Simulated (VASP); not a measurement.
# Fe (P6_3/mmc) in VASP: further runs

The runs below take Fe through relaxation of shape and atoms at fixed volume, with PBEsol.

All numbers are computed with VASP 6.6.1; they aren't measurements. Logs are shortened: lines on timing, memory, paths and dates and some standing lists are left out, and cuts for length are marked.

### Step 1. The cell of the first run

It takes space group P6_3/mmc (No. 194, hexagonal). Conventional cell: a = 2.353 Å, b = 2.353 Å, c = 3.726 Å, α = 90.00°, β = 90.00°, γ = 120.00°. Fe (site symmetry -6m2) has 12 Fe at 2.31 to 2.35 Å within 3.0 Å.

This isn't the form of Fe at room conditions, which is bcc.

### Step 2. Relaxation of shape and atoms at fixed volume, PBEsol (8.93 Å³/atom)

Contents of INCAR:

```
ALGO     = Normal         # electronic algorithm
EDIFF    = 1E-7           # SCF threshold, eV
EDIFFG   = -0.01          # ionic threshold
ENCUT    = 600            # plane-wave cutoff, eV
GGA      = PS             # functional
GGA_COMPAT= F            
IBRION   = 2              # ionic algorithm
ISIF     = 4              # what is computed and relaxed
ISMEAR   = 0              # smearing method
LASPH    = T              # aspherical terms in the spheres
LCHARG   = F              # write CHGCAR
LREAL    = F              # projectors in reciprocal space
LWAVE    = F              # write WAVECAR
NELM     = 120            # most SCF steps
NELMIN   = 4            
NSW      = 50             # ionic steps
PREC     = Accurate       # precision mode
SIGMA    = 0.1            # smearing width, eV
```

Contents of KPOINTS:

```
k-points
0
Gamma
  21 21 6
```

Contents of POSCAR:

```
Fe
1.0
    2.3527992329      0.0000000003      0.0000000000
   -1.1763996167      2.0375839055      0.0000000000
    0.0000000000      0.0000000000      7.4516356117
Fe
4
Direct
    0.3333333333      0.6666666667      0.1250000000
    0.6666666667      0.3333333333      0.3750000000
    0.3333333333      0.6666666667      0.6250000000
    0.6666666667      0.3333333333      0.8750000000
```

Potentials or basis: VASP PAW PBE potentials, release 64 (Fe).

The run is started by

```bash
$ cat potpaw_PBE.64/Fe/POTCAR > POTCAR
$ mpirun -np 1 vasp_std > vasp.out
```

OUTCAR:

```text
EDIFF = 1E-7
   EDIFFG = -0.01
   ENCUT = 600
   GGA = PS
   IBRION = 2
   ISIF = 4
   ISMEAR = 0
   LASPH = T
   LREAL = F
   NELM = 120
   NELMIN = 4
   NSW = 50
   PREC = Accurate

 ion  position               nearest neighbor table
   1  0.333  0.667  0.125-   2 2.31   4 2.31   2 2.31   4 2.31   2 2.31   4 2.31
   2  0.667  0.333  0.375-   1 2.31   3 2.31   1 2.31   3 2.31   1 2.31   3 2.31
   3  0.333  0.667  0.625-   2 2.31   4 2.31   2 2.31   4 2.31   2 2.31   4 2.31
   4  0.667  0.333  0.875-   1 2.31   3 2.31   1 2.31   3 2.31   1 2.31   3 2.31

  LATTYP: Found a hexagonal cell.
 ALAT       =     2.3527992329
 C/A-ratio  =     3.1671361957

  Lattice vectors:

 A1 = (   2.3527992329,   0.0000000003,   0.0000000000)
 A2 = (  -1.1763996167,   2.0375839055,   0.0000000000)
 A3 = (   0.0000000000,   0.0000000000,   7.4516356117)

Analysis of symmetry for initial positions (statically):
=====================================================================
 Subroutine PRICEL returns following result:

  LATTYP: Found a hexagonal cell.
 ALAT       =     2.3527992329
 C/A-ratio  =     1.5835680978

  Lattice vectors:

 A1 = (   2.3527992329,   0.0000000003,   0.0000000000)
 A2 = (  -1.1763996167,   2.0375839055,   0.0000000000)
 A3 = (   0.0000000000,   0.0000000000,   3.7258178059)

   2 primitive cells build up your supercell.

 Routine SETGRP: Setting up the symmetry group for a
 hexagonal supercell.

 Subroutine GETGRP returns: Found 24 space group operations
 (whereof 12 operations were pure point group operations)
 out of a pool of 24 trial point group operations.

The static configuration has the point symmetry D_3d.
 The point group associated with its full space group is D_6h.

Analysis of symmetry for dynamics (positions and initial velocities):
=====================================================================
 Subroutine PRICEL returns following result:

  LATTYP: Found a hexagonal cell.
 ALAT       =     2.3527992329
 C/A-ratio  =     1.5835680978

  Lattice vectors:

 A1 = (   2.3527992329,   0.0000000003,   0.0000000000)
 A2 = (  -1.1763996167,   2.0375839055,   0.0000000000)
 A3 = (   0.0000000000,   0.0000000000,   3.7258178059)

   2 primitive cells build up your supercell.

 Routine SETGRP: Setting up the symmetry group for a
[... 105 lines left out ...]
   ENCUT  =  600.0 eV  44.10 Ry    6.64 a.u.   4.70  4.70 14.88*2*pi/ulx,y,z
   NELM   =    120;   NELMIN=  4; NELMDL= -5     # of ELM steps
   EDIFF  = 0.1E-06   stopping-criterion for ELM
   LREAL  =      F    real-space projection
   EDIFFG = -.1E-01   stopping-criterion for IOM
   NSW    =     50    number of steps for IOM
   IBRION =      2    ionic relax: 0-MD 1-quasi-New 2-CG
   NFREE  =      1    steps in history (QN), initial steepest desc. (CG)
   ISIF   =      4    stress and relaxation
   ISYM   =      2    0-nonsym 1-usesym 2-fastsym
   POTIM  = 0.5000    time-step for ionic-motion
   TEBEG  =    0.0;   TEEND  =   0.0 temperature during run
   PSTRESS=    0.0 pullay stress
   NELECT =      32.0000    total number of electrons
   NUPDOWN=      -1.0000    fix difference up-down
   EMIN   =  10.00;   EMAX   =-10.00  energy-range for DOS
   EFERMI =   0.00;   METHOD = LEGACY
   ISMEAR =     0;   SIGMA  =   0.10  broadening in eV -4-tet -1-fermi 0-gaus
   EFERMI_NEDOS =   21; number of points for ismear=-14 and -15
   IALGO  =     38    algorithm
   IMIX   =      4    mixing-type and parameters
     AMIX     =   0.40;   BMIX     =  1.00
     AMIX_MAG =   1.60;   BMIX_MAG =  1.00
  volume/ion in A,a.u.               =       8.93        60.27
  Fermi-wavevector in a.u.,A,eV,Ry     =   1.578123  2.982220 33.884928  2.490472
  Thomas-Fermi vector in A             =   2.678701
   LORBIT       =      0    0 simple, 1 ext, 2 COOP (PROOUT), +10 PAW based schemes
   GGA     = PS    functional components
   LHFCALC =     F    Hartree Fock is set to
   AEXX    =    0.0000 exact exchange contribution
   IVDW    =     0    specifies the selected vdW correction
   LEPSILON=     F    determine dielectric tensor
   LRPA    =     F    only Hartree local field effects (RPA)
 conjugate gradient relaxation of ions
 non-spin polarized calculation
 Gauss-broadening in eV      SIGMA  =   0.10
  energy-cutoff  :      600.00
  volume of cell :       35.72
 maximum number of plane-waves:      1209
 NGX is ok and might be reduce to    20
   NGX =  9   NGY =  9   NGZ = 29

 number of electron      32.0000021 magnetization

 Free energy of the ion-electron system (eV)
  ---------------------------------------------------
  ext. energy  EPLUGINS =         0.00000000
  ---------------------------------------------------
  free energy    TOTEN  =       -35.38106462 eV

  energy without entropy =      -35.35745603  energy(sigma->0) =      -35.36926033

 E-fermi :   8.3402     XC(G=0): -14.7422

 val. band max:        8.3398223997   @ k =   0.2381   0.0476   0.1667
 cond. band min:       8.3412880305   @ k =   0.0952   0.0952   0.3333
 fundamental gap:      0.0014656308
 Fermi energy:         8.3402400026

 k-point     1 :       0.0000    0.0000    0.0000
  band No.  band energies     occupation
      1      -1.3885      2.00000
      2       1.2369      2.00000
      3       1.2369      2.00000
      4       2.5246      2.00000
      5       5.8486      2.00000
      6       5.8486      2.00000
[... 541 lines left out ...]
     19       8.8641      0.00000
     20       8.8641      0.00000

 [... further k-points ...]

------------------------ aborting loop because EDIFF is reached ----------------------------------------

  FORCE on cell =-STRESS in cart. coord.  units (eV):
  Direction    XX          YY          ZZ          XY          YZ          ZX
  --------------------------------------------------------------------------------------
  -------------------------------------------------------------------------------------
  Total        8.2611750      8.2611750      8.3151554      0.0000000      0.0000000      0.0000000
  in kB      370.5104178    370.5104177    372.9314170      0.0000000      0.0000000      0.0000000
  external PRESSURE =     371.3174175 kB  Pullay stress =       0.0000000 kB

 VOLUME and BASIS-vectors are now :
 -----------------------------------------------------------------------------
  energy-cutoff  :      600.00
  volume of cell :       35.72
      direct lattice vectors                 reciprocal lattice vectors
     2.352799233  0.000000000  0.000000000     0.425025640  0.245388668  0.000000000
    -1.176399617  2.037583906  0.000000000    -0.000000000  0.490777335  0.000000000
     0.000000000  0.000000000  7.451635612     0.000000000  0.000000000  0.134198725

 POSITION                                       TOTAL-FORCE (eV/Angst)
 -----------------------------------------------------------------------------------
     -0.00000      1.35839      0.93145         0.000000     -0.000000      0.000000
      1.17640      0.67919      2.79436        -0.000000      0.000000      0.000000
     -0.00000      1.35839      4.65727         0.000000     -0.000000      0.000000
      1.17640      0.67919      6.52018         0.000000      0.000000      0.000000
 -----------------------------------------------------------------------------------
    total drift:                                0.000000     -0.000000     -0.000000

  FREE ENERGIE OF THE ION-ELECTRON SYSTEM (eV)
  ---------------------------------------------------
  free  energy   TOTEN  =       -35.3810646250 eV

  energy  without entropy=      -35.3574560332  energy(sigma->0) =      -35.36926033

 reached required accuracy - stopping structural energy minimisation
```

OSZICAR:

```text
N       E                     dE             d eps       ncg     rms          rms(c)
DAV:   1     0.251582881682E+03    0.25158E+03   -0.15675E+04  7688   0.248E+03
DAV:   2    -0.177264103384E+02   -0.26931E+03   -0.25852E+03  7704   0.439E+02
DAV:   3    -0.404617438440E+02   -0.22735E+02   -0.21107E+02 11680   0.157E+02
DAV:   4    -0.417765244140E+02   -0.13148E+01   -0.11901E+01 10780   0.360E+01
DAV:   5    -0.418327044783E+02   -0.56180E-01   -0.54478E-01 10136   0.516E+00    0.303E+01
DAV:   6    -0.356946324176E+02    0.61381E+01   -0.47601E+01  9480   0.107E+02    0.142E+00
DAV:   7    -0.354674493857E+02    0.22718E+00   -0.12284E+00  9388   0.168E+01    0.160E+00
DAV:   8    -0.354019869552E+02    0.65462E-01   -0.29079E-02 10564   0.181E+00    0.871E-01
DAV:   9    -0.353811659614E+02    0.20821E-01   -0.18631E-02 10924   0.884E-01    0.136E-01
DAV:  10    -0.353811196208E+02    0.46341E-04   -0.15393E-03  8592   0.631E-01    0.411E-02
DAV:  11    -0.353810619907E+02    0.57630E-04   -0.43713E-05 11104   0.774E-02    0.651E-03
DAV:  12    -0.353810643743E+02   -0.23836E-05   -0.58031E-07  8156   0.751E-03    0.830E-04
DAV:  13    -0.353810646864E+02   -0.31208E-06   -0.60147E-08  4584   0.382E-03    0.652E-04
DAV:  14    -0.353810646250E+02    0.61400E-07   -0.42873E-08  4240   0.348E-03
   1 F= -.35381065E+02 E0= -.35369260E+02  d E =-.353811E+02
```

Run time: 4.8 min. Hardware: 1 thread of Oxide Virtual Turin-like, shared host; peak memory 0.23 GiB.

Results:

```
Free energy             : -35.3811 eV
Pressure after relaxing : 37.1 GPa
```

Stress tensor (GPa, compression positive):
```
37.05  0.00  0.00
 0.00 37.05  0.00
 0.00  0.00 37.29
```

Final structure:
```
Fe
1.0
     2.35280    0.00000    0.00000
    -1.17640    2.03758    0.00000
     0.00000    0.00000    7.45164
Fe
4
Direct
  0.33333 0.66667 0.12500
  0.66667 0.33333 0.37500
  0.33333 0.66667 0.62500
  0.66667 0.33333 0.87500
```

Caveat: the highest band is partly filled, so the run has too few bands; the PAW data sets were made with another functional, which shifts forces and pressure a little; the run has no spin polarisation, though such a crystal can be magnetic.

(Part 1 of 2 ends here.)
